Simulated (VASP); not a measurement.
A run of VASP 6.6.1:

INCAR

```
SYSTEM = GdN
ALGO = Normal
EDIFF = 1E-6
ENCUT = 520
GGA = PE
ISIF = 2
ISMEAR = -1
ISPIN = 2
LASPH = .TRUE.
LCHARG = .FALSE.
LMAXMIX = 6
LORBIT = 11
LREAL = .FALSE.
LWAVE = .FALSE.
MAGMOM = 7 0
NBANDS = 22
NELM = 150
PREC = Accurate
SIGMA = 0.05
```

File KPOINTS:

```
k-points
0
G
  11 11 11
  0 0 0
```

POSCAR

```
GdN
1.0
    0.0000000000      2.4995000000      2.4995000000
    2.4995000000      0.0000000000      2.4995000000
    2.4995000000      2.4995000000      0.0000000000
Gd N
1 1
Direct
    0.0000000000      0.0000000000      0.0000000000
    0.5000000000      0.5000000000      0.5000000000
```

Potentials or basis: VASP PAW PBE potentials, release 64 (Gd, N).

Launch:

```console
$ cat potpaw_PBE.64/Gd/POTCAR potpaw_PBE.64/N/POTCAR > POTCAR
$ mpirun -np 1 vasp_std > vasp.out
```

Hardware: 1 thread of Intel(R) Xeon(R) Platinum 8488C (Sapphire Rapids) (shared host).

Question: Estimate the wall time of this run.

Answer: Wall time 2.9 min on 1 thread of Intel(R) Xeon(R) Platinum 8488C (Sapphire Rapids), on a shared host, peak memory 0.23 GiB. Counts: scf iterations 35, k points 56.
